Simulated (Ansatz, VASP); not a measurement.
**One calculation of Pd, two programs**

File INCAR:

```
SYSTEM = Pd
  PREC = Accurate
  ENCUT = 520
  EDIFF = 1E-8
  ISMEAR = -1
  SIGMA = 0.05
  LREAL = .False.
  LASPH = .True.
  NELM = 60
  ALGO = Normal
  ISIF = 2
  LWAVE = .False.
  LCHARG = .False.
  GGA = PS
  LEFG = .True.
  NBANDS = 11
```

File KPOINTS:

```
regular mesh
0
Gamma
  18 18 18
  0 0 0
```

Contents of POSCAR:

```
Pd
1.0
    0.0000000000      1.9383952691      1.9383952691
    1.9383952691      0.0000000000      1.9383952691
    1.9383952691      1.9383952691      0.0000000000
Pd
1
Direct
    0.0000000000      0.0000000000      0.0000000000
```

Input for Ansatz:

```yaml
crystal:
  lattice:
    - [0.0, 1.9383952691, 1.9383952691]
    - [1.9383952691, 0.0, 1.9383952691]
    - [1.9383952691, 1.9383952691, 0.0]
  atoms:
    - { symbol: Pd, position: [0.0, 0.0, 0.0] }
kpoints:
  mp_grid: { grid: [18, 18, 18] }
scf:
  occupations: { method: fermi_dirac, width: 0.05 }
hamiltonian:
  xc: pbesol
  pseudopotentials: { kind: all_electron, datasets: crystal }
output:
  forces: true
  stress: true
  eigenvalues: true
  efg: { contact_densities: true }
```

Change from the starting cell: volume scaled by 0.99, crystal datasets.

Alike in both runs: task electric field gradients; functional PBEsol; k mesh 18 × 18 × 18; occupations fermi-dirac, width 0.05 eV; no spin polarisation.

|  | VASP | Ansatz |
| --- | --- | --- |
| version | VASP 6.6.1 | Ansatz 0.2.0 |
| potentials or method | VASP PAW PBE potentials, release 64 (Pd), cutoff 520 eV | all-electron PAW with datasets made for the crystal, scalar-relativistic |

```tsv
	VASP	Ansatz	Ansatz less VASP
pressure (GPa)	-0.6	-0.3	+0.30
```

VASP's potentials were made for PBE, not for PBEsol. Ansatz ran all-electron here, and VASP with PAW potentials.
